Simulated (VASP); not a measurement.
**Zn: single point with PBE**

Crystal: Zn.

```
CELL_PARAMETERS angstrom
2.66706 0.00000 0.00000
-1.33353 2.30974 0.00000
0.00000 0.00000 4.89266
ATOMIC_POSITIONS crystal
Zn 0.33333 0.66667 0.25000
Zn 0.66667 0.33333 0.75000
```

```json
{"Program": "VASP 6.6.1", "Task": "single point", "Functional": "PBE", "Potentials or basis": "VASP PAW PBE potentials, release 64 (Zn)", "Cutoff": "520 eV", "k mesh": "16 × 16 × 9", "Occupations": "fermi-dirac, width 0.05 eV", "Spin": "no spin polarisation"}
```

```yaml
Pressure: 0.3 GPa
Band_gap_on_the_k_mesh: zero (band 12 reaches 4.55 eV, above the bottom of band 13 at 0.28 eV)
```

Stress tensor (GPa, compression positive):
```
0.40 0.00 0.00
0.00 0.40 0.00
0.00 0.00 0.19
```

Levels at points of the mesh, in eV from the Fermi level:
| k point | band 10 | band 11 | band 12 | band 13 | band 14 | band 15 |
| --- | --- | --- | --- | --- | --- | --- |
| (0.00, 0.00, 0.00) | -7.14 | -7.14 | -3.66 | -2.93 | 14.08 | 17.27 |
| (0.50, 0.00, 0.00) | -6.95 | -2.94 | -2.26 | 2.69 | 3.52 | 4.18 |

It took 2.2 min on 1 thread of AMD EPYC 7571, on a shared host, peak memory 0.16 GiB.
